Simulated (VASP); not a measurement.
# GaN (P2_1) in VASP: single point with r2SCAN

Aim: the single point of GaN with r2SCAN.

Everything below comes from runs of VASP 6.6.1. Logs are shortened: lines on timing, memory, paths and dates and some standing lists are left out, and cuts for length are marked.

**1. The cell of the first run**

The structure is monoclinic, space group P2_1 (No. 4). The conventional cell has a = 3.183 Å, b = 5.184 Å, c = 11.031 Å, α = 90.00°, β = 91.65°, γ = 90.00°. Within 2.6 Å of Ga (site symmetry 1) lie 4 N at 1.95 Å. Ga (site symmetry 1) has 4 N at 1.95 to 1.97 Å within 2.6 Å. Within 2.6 Å of Ga (site symmetry 1) lie 4 N at 1.95 Å. Ga (site symmetry 1) has 4 N at 1.95 Å within 2.6 Å. Within 2.6 Å of N (site symmetry 1) lie 4 Ga at 1.95 Å. Within 2.6 Å of N (site symmetry 1) lie 4 Ga at 1.95 to 1.97 Å. N (site symmetry 1) has 4 Ga at 1.95 Å within 2.6 Å. N (site symmetry 1) has 4 Ga at 1.95 Å within 2.6 Å.

**2. Single point, r2SCAN (the part above a cut slid along it)**

POSCAR reads:

```
GaN
1.0
    1.5915492150     -2.7566441030      0.0000000000
    0.0000000000      0.0000000000     -5.1835962425
    9.7084502111      5.2376237959      0.0000000000
Ga N
8 8
Direct
    0.4166666667      0.0008898954      0.8333333333
   -0.0083333333      0.0008898954      0.0833333333
    0.4666666667      0.0008898954      0.3333333333
   -0.0583333333      0.0008898954      0.5833333333
    0.9083333333      0.5008898954      0.9166666667
    0.4833333333      0.5008898954      0.1666666667
    0.9583333333      0.5008898954      0.4166666667
    0.4333333333      0.5008898954      0.6666666667
    0.4166666667      0.6241101046      0.8333333333
   -0.0083333333      0.6241101046      0.0833333333
    0.4666666667      0.6241101046      0.3333333333
   -0.0583333333      0.6241101046      0.5833333333
    0.9083333333      0.1241101046      0.9166666667
    0.4833333333      0.1241101046      0.1666666667
    0.9583333333      0.1241101046      0.4166666667
    0.4333333333      0.1241101046      0.6666666667
```

INCAR.step1 reads:

```
PREC     = Accurate       # precision mode
ENCUT    = 520            # plane-wave cutoff, eV
ISMEAR   = 0              # smearing method
SIGMA    = 0.05           # smearing width, eV
LREAL    = Auto         
LASPH    = T              # aspherical terms in the spheres
NELM     = 60             # most SCF steps
NBANDS   = 86             # bands
GGA      = PE             # functional
ALGO     = Normal         # electronic algorithm
EDIFF    = 1E-4           # SCF threshold, eV
LWAVE    = T              # write WAVECAR
LCHARG   = F              # write CHGCAR
```

INCAR.step2 reads:

```
PREC     = Accurate       # precision mode
ENCUT    = 520            # plane-wave cutoff, eV
EDIFF    = 1E-6           # SCF threshold, eV
ISMEAR   = 0              # smearing method
SIGMA    = 0.05           # smearing width, eV
LREAL    = Auto         
LASPH    = T              # aspherical terms in the spheres
NELM     = 60             # most SCF steps
ALGO     = Normal         # electronic algorithm
ISIF     = 2              # what is computed and relaxed
LWAVE    = F              # write WAVECAR
LCHARG   = F              # write CHGCAR
METAGGA  = R2SCAN         # meta-GGA
LMIXTAU  = T            
NBANDS   = 86             # bands
ISTART   = 1
```

KPOINTS reads:

```
regular mesh
0
Gamma
  8 5 3
```

Potentials or basis: VASP PAW PBE potentials, release 64 (Ga_d, N).

The run is started by

```bash
$ cat potpaw_PBE.64/Ga_d/POTCAR potpaw_PBE.64/N/POTCAR > POTCAR
$ cp INCAR.step1 INCAR
$ mpirun -np 1 vasp_std > vasp.out
$ cp INCAR.step2 INCAR
$ mpirun -np 1 vasp_std > vasp.out
```

OUTCAR:

```text
PREC = Accurate
   ENCUT = 520
   EDIFF = 1E-6
   ISMEAR = 0
   LREAL = Auto
   LASPH = T
   NELM = 60
   ISIF = 2
   METAGGA = R2SCAN
   ISTART = 1

 ion  position               nearest neighbor table
   1  0.417  0.001  0.833-  16 1.95  13 1.95  13 1.95   9 1.95
   2  0.992  0.001  0.083-  14 1.95  14 1.95  10 1.95  13 1.97
   3  0.467  0.001  0.333-  14 1.95  15 1.95  15 1.95  11 1.95
   4  0.942  0.001  0.583-  15 1.95  16 1.95  16 1.95  12 1.95
   5  0.908  0.501  0.917-   9 1.95   9 1.95  13 1.95  10 1.97
   6  0.483  0.501  0.167-  11 1.95  10 1.95  10 1.95  14 1.95
[... 8 lines left out ...]
  15  0.958  0.124  0.417-   4 1.95   3 1.95   3 1.95   7 1.95
  16  0.433  0.124  0.667-   1 1.95   4 1.95   4 1.95   8 1.95

  LATTYP: Found a simple monoclinic cell.
 ALAT       =     3.1830984299
 B/A-ratio  =     1.6284750084
 C/A-ratio  =     3.4655446902
 COS(beta)  =    -0.0288554928

  Lattice vectors:

 A1 = (   1.5915492150,  -2.7566441030,   0.0000000000)
 A2 = (   0.0000000000,   0.0000000000,   5.1835962425)
 A3 = (  -9.7084502111,  -5.2376237959,   0.0000000000)

Analysis of symmetry for initial positions (statically):
=====================================================================
 Subroutine PRICEL returns:
 Original cell was already a primitive cell.

 Routine SETGRP: Setting up the symmetry group for a
 simple monoclinic supercell.

 Subroutine GETGRP returns: Found  2 space group operations
 (whereof  1 operations were pure point group operations)
 out of a pool of  4 trial point group operations.

The static configuration has the point symmetry C_1 .
 The point group associated with its full space group is C_2 .

Analysis of symmetry for dynamics (positions and initial velocities):
=====================================================================
 Subroutine PRICEL returns:
 Original cell was already a primitive cell.

 Routine SETGRP: Setting up the symmetry group for a
 simple monoclinic supercell.

 Subroutine GETGRP returns: Found  2 space group operations
 (whereof  1 operations were pure point group operations)
 out of a pool of  4 trial point group operations.

The dynamic configuration has the point symmetry C_1 .
 The point group associated with its full space group is C_2 .

 Subroutine INISYM returns: Found  2 space group operations
 (whereof  1 operations are pure point group operations),
 and found     1 'primitive' translations

----------------------------------------------------------------------------------------

                                     Primitive cell

  volume of cell :     181.9374

  direct lattice vectors                    reciprocal lattice vectors
     1.591549215 -2.756644103  0.000000000     0.149225671 -0.276604441  0.000000000
     0.000000000  0.000000000 -5.183596243     0.000000000  0.000000000 -0.192916260
     9.708450211  5.237623796  0.000000000     0.078539827  0.045344990  0.000000000

  length of vectors
     3.183098430  5.183596243 11.031169862     0.314290180  0.192916260  0.090689981

  position of ions in fractional coordinates (direct lattice)
     0.416666667  0.000889895  0.833333333
     0.991666667  0.000889895  0.083333333
     0.466666667  0.000889895  0.333333333
     0.941666667  0.000889895  0.583333333
     0.908333333  0.500889895  0.916666667
     0.483333333  0.500889895  0.166666667
[... 8 lines left out ...]
     0.958333333  0.124110105  0.416666667
     0.433333333  0.124110105  0.666666667

  ion indices of the primitive-cell ions
   primitive index   ion index
                 1           1
                 2           2
                 3           3
                 4           4
                 5           5
                 6           6
[... 8 lines left out ...]
                15          15
                16          16

----------------------------------------------------------------------------------------

 KPOINTS: regular mesh

Automatic generation of k-mesh.
 Grid dimensions read from file:
 generate k-points for:    8    5    3

 Generating k-lattice:

  Cartesian coordinates                     Fractional coordinates (reciprocal lattice)
     0.018653209 -0.034575555  0.000000000     0.125000000  0.000000000 -0.000000000
     0.000000000  0.000000000 -0.038583252     0.000000000  0.200000000  0.000000000
     0.026179942  0.015114997  0.000000000     0.000000000  0.000000000  0.333333333

  Length of vectors
     0.039286273  0.038583252  0.030229994

  Shift w.r.t. Gamma in fractional coordinates (k-lattice)
     0.000000000  0.000000000  0.000000000

 Subroutine IBZKPT returns following result:
 ===========================================

 Found     39 irreducible k-points:

 Following reciprocal coordinates:
            Coordinates               Weight
  0.000000  0.000000  0.000000      1.000000
  0.125000  0.000000 -0.000000      2.000000
  0.250000  0.000000 -0.000000      2.000000
  0.375000  0.000000  0.000000      2.000000
  0.500000  0.000000 -0.000000      1.000000
  0.000000  0.200000  0.000000      2.000000
[... 16 lines left out ...]
 -0.125000  0.000000  0.333333      2.000000
  0.000000  0.200000  0.333333      4.000000
 [... further k-points ...]
   k-points           NKPTS =     39   k-points in BZ     NKDIM =     39   number of bands    NBANDS=     86
   number of dos      NEDOS =    301   number of ions     NIONS =     16
   total plane-waves  NPLWV =  80640
   dimension x,y,z NGX =    24 NGY =   40 NGZ =   84
   dimension x,y,z NGXF=    48 NGYF=   80 NGZF=  168
   ions per type =               8   8
   NGX,Y,Z   is equivalent  to a cutoff of  12.53, 12.83, 12.66 a.u.
   NGXF,Y,Z  is equivalent  to a cutoff of  25.07, 25.66, 25.32 a.u.
 SYSTEM =  unknown system
   PREC   = accura    normal or accurate (medium, high low for compatibility)
   ISTART =      1    job   : 0-new  1-cont  2-samecut
   ICHARG =      0    charge: 1-file 2-atom 10-const
   ISPIN  =      1    spin polarized calculation?
   LNONCOLLINEAR =      F non collinear calculations
   LSORBIT =      F    spin-orbit coupling
   LASPH  =      T    aspherical Exc in radial PAW
   ENCUT  =  520.0 eV  38.22 Ry    6.18 a.u.   5.92  9.64 20.51*2*pi/ulx,y,z
   NELM   =     60;   NELMIN=  2; NELMDL=  0     # of ELM steps
   EDIFF  = 0.1E-05   stopping-criterion for ELM
   LREAL  =      T    real-space projection
   EDIFFG = 0.1E-04   stopping-criterion for IOM
   NSW    =      0    number of steps for IOM
   IBRION =     -1    ionic relax: 0-MD 1-quasi-New 2-CG
   NFREE  =      0    steps in history (QN), initial steepest desc. (CG)
   ISIF   =      2    stress and relaxation
   ISYM   =      2    0-nonsym 1-usesym 2-fastsym
   POTIM  = 0.5000    time-step for ionic-motion
   TEBEG  =    0.0;   TEEND  =   0.0 temperature during run
   PSTRESS=    0.0 pullay stress
   NELECT =     144.0000    total number of electrons
   NUPDOWN=      -1.0000    fix difference up-down
   EMIN   =  10.00;   EMAX   =-10.00  energy-range for DOS
   EFERMI =   0.00;   METHOD = LEGACY
   ISMEAR =     0;   SIGMA  =   0.05  broadening in eV -4-tet -1-fermi 0-gaus
   EFERMI_NEDOS =   21; number of points for ismear=-14 and -15
   IALGO  =     38    algorithm
   IMIX   =      4    mixing-type and parameters
     AMIX     =   0.40;   BMIX     =  1.00
     AMIX_MAG =   1.60;   BMIX_MAG =  1.00
  volume/ion in A,a.u.               =      11.37        76.74
  Fermi-wavevector in a.u.,A,eV,Ry     =   1.514334  2.861676 31.200984  2.293208
  Thomas-Fermi vector in A             =   2.624005
   LORBIT       =      0    0 simple, 1 ext, 2 COOP (PROOUT), +10 PAW based schemes
   METAGGA = R2SCAN    functional components
   LHFCALC =     F    Hartree Fock is set to
   AEXX    =    0.0000 exact exchange contribution
   IVDW    =     0    specifies the selected vdW correction
   LEPSILON=     F    determine dielectric tensor
   LRPA    =     F    only Hartree local field effects (RPA)
 non-spin polarized calculation
 Gauss-broadening in eV      SIGMA  =   0.05
  energy-cutoff  :      520.00
  volume of cell :      181.94
 maximum number of plane-waves:      4928
   NGX = 11   NGY = 19   NGZ = 41

 number of electron     143.9999929 magnetization

 Free energy of the ion-electron system (eV)
  ---------------------------------------------------
  ext. energy  EPLUGINS =         0.00000000
  ---------------------------------------------------
  free energy    TOTEN  =      -175.09745032 eV

  energy without entropy =     -175.09745032  energy(sigma->0) =     -175.09745032

 E-fermi :   5.4118     XC(G=0): -12.6671

 val. band max:        5.2031350292   @ k =   0.0000   0.0000   0.0000
 cond. band min:       7.4164462727   @ k =   0.0000   0.0000   0.0000
 fundamental gap:      2.2133112436
 Fermi energy:         5.4118088008

 k-point     1 :       0.0000    0.0000    0.0000
  band No.  band energies     occupation
      1     -11.7041      2.00000
      2     -11.1847      2.00000
      3     -11.1801      2.00000
      4     -10.7139      2.00000
      5     -10.6942      2.00000
      6     -10.5667      2.00000
[... 76 lines left out ...]
     83      13.0750      0.00000
     84      14.2592      0.00000

 k-point     2 :       0.1250    0.0000   -0.0000
  band No.  band energies     occupation
      1     -11.5883      2.00000
      2     -11.1172      2.00000
      3     -11.0993      2.00000
      4     -10.6797      2.00000
      5     -10.6604      2.00000
      6     -10.5554      2.00000
[... 1903 lines left out ...]
     83      13.7838      0.00000
     84      13.8465      0.00000

 k-point    24 :       0.0000    0.2000    0.3333
  band No.  band energies     occupation
      1     -11.5220      2.00000
      2     -11.3411      2.00000
      3     -10.8721      2.00000
      4     -10.7425      2.00000
      5     -10.7162      2.00000
      6     -10.6714      2.00000
[... 76 lines left out ...]
     83      13.7215      0.00000
     84      13.8491      0.00000

 [... further k-points ...]

 [bands above 84 left out]

------------------------ aborting loop because EDIFF is reached ----------------------------------------

  FORCE on cell =-STRESS in cart. coord.  units (eV):
  Direction    XX          YY          ZZ          XY          YZ          ZX
  --------------------------------------------------------------------------------------
  -------------------------------------------------------------------------------------
  Total       -1.7103619      3.7358326      0.9538209      1.9381059      0.0000000      0.0000000
  in kB      -15.0617932     32.8984976      8.3995398     17.0673528      0.0000000      0.0000000
  external PRESSURE =       8.7454147 kB  Pullay stress =       0.0000000 kB

 VOLUME and BASIS-vectors are now :
 -----------------------------------------------------------------------------
  energy-cutoff  :      520.00
  volume of cell :      181.94
      direct lattice vectors                 reciprocal lattice vectors
     1.591549215 -2.756644103  0.000000000     0.149225671 -0.276604441  0.000000000
     0.000000000  0.000000000 -5.183596243     0.000000000  0.000000000 -0.192916260
     9.708450211  5.237623796  0.000000000     0.078539827  0.045344990  0.000000000

 POSITION                                       TOTAL-FORCE (eV/Angst)
 -----------------------------------------------------------------------------------
      8.75352      3.21608     -0.00461        -0.034380     -0.081204      0.017870
      2.38732     -2.29720     -0.00461        -0.312823      0.303025     -0.022486
      3.97887      0.45944     -0.00461        -0.004295      0.025037      0.011967
      7.16197      0.45944     -0.00461        -0.001605      0.001261      0.009750
     10.34507      2.29720     -2.59641         0.312823     -0.303025     -0.022486
      2.38732     -0.45944     -2.59641         0.034380      0.081204      0.017870
[... 8 lines left out ...]
      5.57042     -0.45944     -0.64334        -0.008056      0.010725     -0.009014
      7.16197      2.29720     -0.64334         0.016321     -0.043563     -0.010521
 -----------------------------------------------------------------------------------
    total drift:                               -0.000160      0.000098      0.200651

  FREE ENERGIE OF THE ION-ELECTRON SYSTEM (eV)
  ---------------------------------------------------
  free  energy   TOTEN  =      -175.0974503162 eV

  energy  without entropy=     -175.0974503162  energy(sigma->0) =     -175.09745032
```

Run time: 21 min. Hardware: 1 thread of Intel Xeon 6975P-C (Granite Rapids), shared host; peak memory 0.53 GiB.

What came out:

```yaml
Free_energy: -175.0975 eV
Pressure: 0.9 GPa
Largest_force: 0.466 eV/Å
Band_gap_on_the_k_mesh: 2.21 eV
```

Forces in eV/Å, atoms in the order of the input:
```
Ga  -0.034 -0.081  0.018
Ga  -0.313  0.303 -0.022
Ga  -0.004  0.025  0.012
Ga  -0.002  0.001  0.010
Ga   0.313 -0.303 -0.022
Ga   0.034  0.081  0.018
Ga   0.002 -0.001  0.010
Ga   0.004 -0.025  0.012
N    0.067 -0.196 -0.018
N   -0.364  0.291  0.020
N   -0.016  0.044 -0.011
N    0.008 -0.011 -0.009
N    0.364 -0.291  0.020
N   -0.067  0.196 -0.018
N   -0.008  0.011 -0.009
N    0.016 -0.044 -0.011
```

Caveat: the cell differs from its parent crystal (the part above a cut slid along it); the PAW data sets were made with another functional, which shifts forces and pressure a little.
